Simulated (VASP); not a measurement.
# Al2Ru (Fddd) in VASP: a series of runs, part 2 of 2

VASP 6.6.1. The steps go on from the part before.

## Step 5: Single point, LDA

This run uses another cell than the first one, of 12.32 Å³/atom, 0.920 times its volume.

Input file INCAR:

```
PREC     = Accurate       # precision mode
ENCUT    = 520            # plane-wave cutoff, eV
EDIFF    = 1E-7           # SCF threshold, eV
ISMEAR   = 0              # smearing method
SIGMA    = 0.03           # smearing width, eV
LREAL    = F              # projectors in reciprocal space
LASPH    = T              # aspherical terms in the spheres
NELM     = 60             # most SCF steps
ALGO     = Fast           # electronic algorithm
ISIF     = 2              # what is computed and relaxed
LWAVE    = F              # write WAVECAR
LCHARG   = F              # write CHGCAR
GGA      = CA             # functional
NBANDS   = 29             # bands
```

Input file KPOINTS:

```
regular mesh
0
Gamma
  10 10 10
```

Input file POSCAR:

```
Al2Ru
1.0
    0.0000000000      3.9275580028      4.3178607510
    2.1787113458      0.0000000000      4.3178607510
    2.1787113458      3.9275580028      0.0000000000
Al Ru
4 2
Direct
    0.0788992938      0.4211007062      0.0788992938
    0.4211007062      0.0788992938      0.4211007062
    0.1711007062      0.8288992938      0.1711007062
    0.8288992938      0.1711007062      0.8288992938
    0.7500000000      0.7500000000      0.7500000000
    0.5000000000      0.5000000000      0.5000000000
```

Potentials or basis: VASP PAW LDA potentials, release 64 (Al, Ru_pv).

Run with:

```
$ cat potpaw_LDA.64/Al/POTCAR potpaw_LDA.64/Ru_pv/POTCAR > POTCAR
$ mpirun -np 1 vasp_std > vasp.out
```

OUTCAR:

```text
PREC = Accurate
   ENCUT = 520
   EDIFF = 1E-7
   ISMEAR = 0
   LREAL = F
   LASPH = T
   NELM = 60
   ISIF = 2
   GGA = CA

 ion  position               nearest neighbor table
   1  0.079  0.421  0.079-   6 2.50   6 2.50   2 2.51   2 2.51   3 2.52   3 2.52   5 2.56   5 2.56
                             5 2.58   2 2.69   4 3.12   4 3.12   4 3.12   4 3.12
   2  0.421  0.079  0.421-   6 2.50   6 2.50   1 2.51   1 2.51   4 2.52   4 2.52   5 2.56   5 2.56
                             5 2.58   1 2.69   3 3.12   3 3.12   3 3.12   3 3.12
   3  0.171  0.829  0.171-   5 2.50   5 2.50   4 2.51   4 2.51   1 2.52   1 2.52   6 2.56   6 2.56
                             6 2.58   4 2.69   2 3.12   2 3.12   2 3.12   2 3.12
   4  0.829  0.171  0.829-   5 2.50   5 2.50   3 2.51   3 2.51   2 2.52   2 2.52   6 2.56   6 2.56
                             6 2.58   3 2.69   1 3.12   1 3.12   1 3.12   1 3.12
   5  0.750  0.750  0.750-   4 2.50   3 2.50   4 2.50   3 2.50   2 2.56   2 2.56   1 2.56   1 2.56
                             1 2.58   2 2.58   6 3.12   6 3.12   6 3.12   6 3.12
   6  0.500  0.500  0.500-   1 2.50   2 2.50   1 2.50   2 2.50   3 2.56   3 2.56   4 2.56   4 2.56
                             3 2.58   4 2.58   5 3.12   5 3.12   5 3.12   5 3.12

  LATTYP: Found a face centered orthorhombic cell.
 ALAT       =     4.3574226916
 B/A-ratio  =     1.8026977325
 C/A-ratio  =     1.9818415869

  Lattice vectors:

 A1 = (   0.0000000000,   3.9275580028,   4.3178607510)
 A2 = (   2.1787113458,   0.0000000000,   4.3178607510)
 A3 = (   2.1787113458,   3.9275580028,   0.0000000000)

Analysis of symmetry for initial positions (statically):
=====================================================================
 Subroutine PRICEL returns:
 Original cell was already a primitive cell.

 Routine SETGRP: Setting up the symmetry group for a
 face centered orthorhombic supercell.

 Subroutine GETGRP returns: Found  8 space group operations
 (whereof  4 operations were pure point group operations)
 out of a pool of  8 trial point group operations.

The static configuration has the point symmetry D_2 .
 The point group associated with its full space group is D_2h.

Analysis of symmetry for dynamics (positions and initial velocities):
=====================================================================
 Subroutine PRICEL returns:
 Original cell was already a primitive cell.

 Routine SETGRP: Setting up the symmetry group for a
 face centered orthorhombic supercell.

 Subroutine GETGRP returns: Found  8 space group operations
 (whereof  4 operations were pure point group operations)
 out of a pool of  8 trial point group operations.

The dynamic configuration has the point symmetry D_2 .
 The point group associated with its full space group is D_2h.

 Subroutine INISYM returns: Found  8 space group operations
 (whereof  4 operations are pure point group operations),
 and found     1 'primitive' translations

----------------------------------------------------------------------------------------

                                     Primitive cell

  volume of cell :      73.8960

  direct lattice vectors                    reciprocal lattice vectors
     0.000000000  3.927558003  4.317860751    -0.229493458  0.127305567  0.115798084
     2.178711346  0.000000000  4.317860751     0.229493458 -0.127305567  0.115798084
     2.178711346  3.927558003  0.000000000     0.229493458  0.127305567 -0.115798084

  length of vectors
[... 47 lines left out ...]
  0.000000  0.000000  0.000000      1.000000
  0.100000  0.000000  0.000000      8.000000
  0.200000  0.000000  0.000000      8.000000
  0.300000  0.000000  0.000000      8.000000
  0.400000  0.000000 -0.000000      8.000000
  0.500000  0.000000  0.000000      4.000000
[... 16 lines left out ...]
  0.300000  0.300000  0.000000      2.000000
  0.400000  0.300000 -0.000000      8.000000
 [... further k-points ...]
   k-points           NKPTS =    171   k-points in BZ     NKDIM =    171   number of bands    NBANDS=     29
   number of dos      NEDOS =    301   number of ions     NIONS =      6
   total plane-waves  NPLWV =  62208
   dimension x,y,z NGX =    48 NGY =   36 NGZ =   36
   dimension x,y,z NGXF=    96 NGYF=   72 NGZF=   72
   ions per type =               4   2
   NGX,Y,Z   is equivalent  to a cutoff of  13.67, 12.37, 13.33 a.u.
   NGXF,Y,Z  is equivalent  to a cutoff of  27.34, 24.75, 26.65 a.u.
 SYSTEM =  unknown system
   PREC   = accura    normal or accurate (medium, high low for compatibility)
   ISTART =      0    job   : 0-new  1-cont  2-samecut
   ICHARG =      2    charge: 1-file 2-atom 10-const
   ISPIN  =      1    spin polarized calculation?
   LNONCOLLINEAR =      F non collinear calculations
   LSORBIT =      F    spin-orbit coupling
   LASPH  =      T    aspherical Exc in radial PAW
   ENCUT  =  520.0 eV  38.22 Ry    6.18 a.u.  10.85  8.99  8.35*2*pi/ulx,y,z
   NELM   =     60;   NELMIN=  2; NELMDL= -5     # of ELM steps
   EDIFF  = 0.1E-06   stopping-criterion for ELM
   LREAL  =      F    real-space projection
   EDIFFG = 0.1E-05   stopping-criterion for IOM
   NSW    =      0    number of steps for IOM
   IBRION =     -1    ionic relax: 0-MD 1-quasi-New 2-CG
   NFREE  =      0    steps in history (QN), initial steepest desc. (CG)
   ISIF   =      2    stress and relaxation
   ISYM   =      2    0-nonsym 1-usesym 2-fastsym
   POTIM  = 0.5000    time-step for ionic-motion
   TEBEG  =    0.0;   TEEND  =   0.0 temperature during run
   PSTRESS=    0.0 pullay stress
   NELECT =      40.0000    total number of electrons
   NUPDOWN=      -1.0000    fix difference up-down
   EMIN   =  10.00;   EMAX   =-10.00  energy-range for DOS
   EFERMI =   0.00;   METHOD = LEGACY
   ISMEAR =     0;   SIGMA  =   0.03  broadening in eV -4-tet -1-fermi 0-gaus
   EFERMI_NEDOS =   21; number of points for ismear=-14 and -15
   IALGO  =     68    algorithm
   IMIX   =      4    mixing-type and parameters
     AMIX     =   0.40;   BMIX     =  1.00
     AMIX_MAG =   1.60;   BMIX_MAG =  1.00
  volume/ion in A,a.u.               =      12.32        83.11
  Fermi-wavevector in a.u.,A,eV,Ry     =   1.334201  2.521274 24.219618  1.780092
  Thomas-Fermi vector in A             =   2.463000
   LORBIT       =      0    0 simple, 1 ext, 2 COOP (PROOUT), +10 PAW based schemes
   GGA     = CA    functional components
   LHFCALC =     F    Hartree Fock is set to
   AEXX    =    0.0000 exact exchange contribution
   IVDW    =     0    specifies the selected vdW correction
   LEPSILON=     F    determine dielectric tensor
   LRPA    =     F    only Hartree local field effects (RPA)
 non-spin polarized calculation
 RMM-DIIS sequential band-by-band and
 Gauss-broadening in eV      SIGMA  =   0.03
  energy-cutoff  :      520.00
  volume of cell :       73.90
 maximum number of plane-waves:      2012
 NGX is ok and might be reduce to    48
   NGX = 21   NGY = 17   NGZ = 17

 number of electron      39.9999997 magnetization

 Free energy of the ion-electron system (eV)
  ---------------------------------------------------
  ext. energy  EPLUGINS =         0.00000000
  ---------------------------------------------------
  free energy    TOTEN  =       -41.80892532 eV

  energy without entropy =      -41.80884092  energy(sigma->0) =      -41.80888312

 E-fermi :  12.1875     XC(G=0): -12.6280

 val. band max:       12.1449306449   @ k =   0.0000   0.3000   0.3000
 cond. band min:      12.2100973791   @ k =  -0.1000   0.3000   0.2000
 fundamental gap:      0.0651667342
 Fermi energy:        12.1875481909

 k-point     1 :       0.0000    0.0000    0.0000
  band No.  band energies     occupation
      1     -30.6637      2.00000
      2     -30.5692      2.00000
      3     -30.5438      2.00000
      4     -30.4954      2.00000
      5     -30.4836      2.00000
      6     -30.4744      2.00000
[... 757 lines left out ...]
     28      17.5337      0.00000
     29      18.4915      0.00000

 [... further k-points ...]
[... 5 lines left out ...]
  --------------------------------------------------------------------------------------
  -------------------------------------------------------------------------------------
  Total       16.4385238      5.7494136      6.4166071      0.0000000      0.0000000      0.0000000
  in kB      356.4121217    124.6560050    139.1217725      0.0000000      0.0000000      0.0000000
  external PRESSURE =     206.7299664 kB  Pullay stress =       0.0000000 kB

 VOLUME and BASIS-vectors are now :
 -----------------------------------------------------------------------------
  energy-cutoff  :      520.00
  volume of cell :       73.90
      direct lattice vectors                 reciprocal lattice vectors
     0.000000000  3.927558003  4.317860751    -0.229493458  0.127305567  0.115798084
     2.178711346  0.000000000  4.317860751     0.229493458 -0.127305567  0.115798084
     2.178711346  3.927558003  0.000000000     0.229493458  0.127305567 -0.115798084

 POSITION                                       TOTAL-FORCE (eV/Angst)
 -----------------------------------------------------------------------------------
      1.08936      0.61976      2.15893        -0.000000      0.363912      0.000000
      1.08936      3.30779      2.15893        -0.000000     -0.363912      0.000000
      2.17871      1.34402      4.31786         0.000000     -0.363912     -0.000000
      2.17871      6.51110      4.31786         0.000000      0.363912     -0.000000
      3.26807      5.89134      6.47679         0.000000      0.000000      0.000000
      2.17871      3.92756      4.31786        -0.000000      0.000000      0.000000
 -----------------------------------------------------------------------------------
    total drift:                               -0.000000     -0.000000     -0.000000

  FREE ENERGIE OF THE ION-ELECTRON SYSTEM (eV)
  ---------------------------------------------------
  free  energy   TOTEN  =       -41.8089253170 eV

  energy  without entropy=      -41.8088409172  energy(sigma->0) =      -41.80888312
```

Wall time 18 min (1 thread of AMD EPYC 7R13, shared host); peak memory 0.38 GiB.

What came out:

```yaml
Free_energy: -41.8089 eV
Pressure: 20.7 GPa
Largest_force: 0.364 eV/Å
Band_gap_on_the_k_mesh: zero (band 20 reaches 12.45 eV, above the bottom of band 21 at 12.14 eV)
```

Forces in eV/Å, atoms in the order of the input:
```
Al   0.000  0.364  0.000
Al   0.000 -0.364  0.000
Al   0.000 -0.364  0.000
Al   0.000  0.364  0.000
Ru   0.000  0.000  0.000
Ru   0.000  0.000  0.000
```

## Step 6: Summary

```tsv
cell	gap on the mesh (eV)	pressure (GPa)	largest force (eV/Å)
a = 5.882, b = 4.937, c = 4.594 Å, angles 76.1, 54.6, 49.3°, 6 atoms	0.08	0.5	-
a = 5.921, b = 4.969, c = 4.624 Å, angles 76.1, 54.6, 49.3°, 6 atoms	0.07	-3.2	0.02
a = 5.955, b = 4.877, c = 4.521 Å, angles 78.5, 53.4, 48.1°, 6 atoms	none	22.9	0.57
a = 5.837, b = 4.836, c = 4.491 Å, angles 77.4, 54.0, 48.7°, 6 atoms	none	20.7	0.36
```

Alike in all rows: task single point; level LDA; potentials or basis VASP PAW LDA potentials, release 64 (Al, Ru_pv); no spin polarisation; k mesh 10 × 10 × 10; cutoff (eV) 520; smearing gaussian 0.03 eV.

Total energies depend on the potentials used, so only differences within one code and one set of settings carry meaning.
